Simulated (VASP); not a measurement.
Sb:

```xyz
1
Lattice="-1.8588 1.8588 1.8588 1.8588 -1.8588 1.8588 1.8588 1.8588 -1.8588" Properties=species:S:1:pos:R:3 pbc="T T T"
Sb    0.0000    0.0000    0.0000
```

Base run:

| Property | Result |
| --- | --- |
| Program | VASP 6.6.1 |
| Functional | r2SCAN |
| Potentials or basis | VASP PAW PBE potentials, release 64 (Sb) |
| Cutoff | 520 eV |
| k mesh | 10 × 10 × 10 |
| Occupations | fermi-dirac, width 0.05 eV |
| Spin | no spin polarisation |

Its results: pressure 3.9 GPa.

After a change of settings the same cell gave: pressure 0.3 GPa. Which change was it?
A. functional from r2SCAN to PBE
B. functional from r2SCAN to LDA; potentials or basis from VASP PAW PBE potentials, release 64 (Sb) to VASP PAW LDA potentials, release 64 (Sb)
C. functional from r2SCAN to PBE0; k mesh from 10 × 10 × 10 to 6 × 6 × 6
D. functional from r2SCAN to HSE06; k mesh from 10 × 10 × 10 to 6 × 6 × 6

B.

Caveats: the PAW data sets were made with another functional, which shifts forces and pressure a little (some runs).
